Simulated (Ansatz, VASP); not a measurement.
Si: VASP beside Ansatz

INCAR

```
PREC = Accurate ; ENCUT = 520
EDIFF = 1E-7 ; ISMEAR = 0
SIGMA = 0.1 ; LREAL = F
LASPH = T ; NELM = 100
ALGO = Normal ; ISIF = 2
LWAVE = F ; LCHARG = F
GGA = PE ; NBANDS = 8
```

Contents of KPOINTS:

```
regular mesh
0
Gamma
  8 8 8
```

The input POSCAR:

```
Si
1.0
    0.0000000000      1.9108305409      1.9108305409
    1.9108305409      0.0000000000      1.9108305409
    1.9108305409      1.9108305409      0.0000000000
Si
1
Direct
    0.0000000000      0.0000000000      0.0000000000
```

Input for Ansatz:

```yaml
crystal:
  lattice:
    - [0.0, 1.9108305409, 1.9108305409]
    - [1.9108305409, 0.0, 1.9108305409]
    - [1.9108305409, 1.9108305409, 0.0]
  atoms:
    - { symbol: Si, position: [0.0, 0.0, 0.0] }
basis:
  ecutwfc: 420
kpoints:
  mp_grid: { grid: [8, 8, 8] }
hamiltonian:
  xc: pbe
scf:
  occupations: { method: gaussian, width: 0.1 }
output:
  forces: true
  stress: true
  eigenvalues: true
```

Alike in both runs: task single point; functional PBE; k mesh 8 × 8 × 8; occupations gaussian, width 0.1 eV; no spin polarisation.

|  | VASP | Ansatz |
| --- | --- | --- |
| version | VASP 6.6.1 | Ansatz 0.2.0 |
| potentials or method | VASP PAW PBE potentials, release 64 (Si), cutoff 520 eV | scalar-relativistic, plane waves, PAW |
| valence electrons in the cell | 4 | 4 |

```csv
,VASP,Ansatz,Ansatz less VASP
gap on the k mesh at the Fermi level (eV),none,none,-
pressure (GPa),2.3,2.4,+0.04
```

A gap of «none» marks a metal or a gap that the smearing closes.
